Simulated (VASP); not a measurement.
A run of VASP 6.6.1 is set up as follows.

File POSCAR:

```
BaTiO3
1.0
    3.9889639800      3.9786796600      0.0000000000
    0.0205487600      3.9889341700      3.9786597900
    3.9889639800      0.0102545100      3.9786597900
Ba Ti O
2 2 6
Direct
    0.0000000000      0.0000000000      0.0000000000
    0.5000000000      0.5000000000      0.5000000000
    0.2430000000      0.2430000000      0.2430000000
    0.7430000000      0.7430000000      0.7430000000
    0.4991500000      0.0092500000      0.0092500000
    0.9991500000      0.5092500000      0.5092500000
    0.0092500000      0.4991500000      0.0092500000
    0.5092500000      0.9991500000      0.5092500000
    0.0092500000      0.0092500000      0.4991500000
    0.5092500000      0.5092500000      0.9991500000
```

Contents of INCAR.step1:

```
PREC = Accurate
ENCUT = 520
ISMEAR = -1
SIGMA = 0.1018
LREAL = F
LASPH = T
NELM = 80
NBANDS = 51
GGA = PE
ALGO = Normal
EDIFF = 1E-4
LWAVE = T
LCHARG = F
```

File INCAR.step2:

```
PREC = Accurate
ENCUT = 520
EDIFF = 1E-6
ISMEAR = -1
SIGMA = 0.1018
LREAL = F
LASPH = T
NELM = 80
ALGO = Normal
ISIF = 2
LWAVE = F
LCHARG = T
METAGGA = R2SCAN
LMIXTAU = T
LELF = T
LVHAR = T
NBANDS = 51
ISTART = 1
```

File KPOINTS:

```
regular mesh
0
Gamma
  6 6 6
```

Potentials or basis: VASP PAW PBE potentials, release 64 (Ba_sv, Ti_sv, O).

Command:

```bash
$ cat potpaw_PBE.64/Ba_sv/POTCAR potpaw_PBE.64/Ti_sv/POTCAR potpaw_PBE.64/O/POTCAR > POTCAR
$ cp INCAR.step1 INCAR
$ mpirun -np 1 vasp_std > vasp.out
$ cp INCAR.step2 INCAR
$ mpirun -np 1 vasp_std > vasp.out
```

Q: What does it give for the band gap on the k mesh?

A: 2.80 eV.

Q: What does it give for the largest force?

A: 0.392 eV/Å.

Q: What does it give for the pressure?

A: 7.7 GPa.

Forces on the atoms (eV/Å):
```
Ba  -0.039 -0.039 -0.039
Ba  -0.039 -0.039 -0.039
Ti   0.227  0.226  0.226
Ti   0.227  0.226  0.226
O    0.064  0.064 -0.317
O    0.064  0.064 -0.317
O   -0.316  0.065  0.065
O   -0.316  0.065  0.065
O    0.064 -0.317  0.065
O    0.064 -0.317  0.065
```

Caveat: the cell stands under pressure; the PAW data sets were made with another functional, which shifts forces and pressure a little; spin-orbit coupling is left out, which moves the levels of the heavy elements. r2SCAN opens gaps a little over a GGA but as a rule still falls short of measured ones.
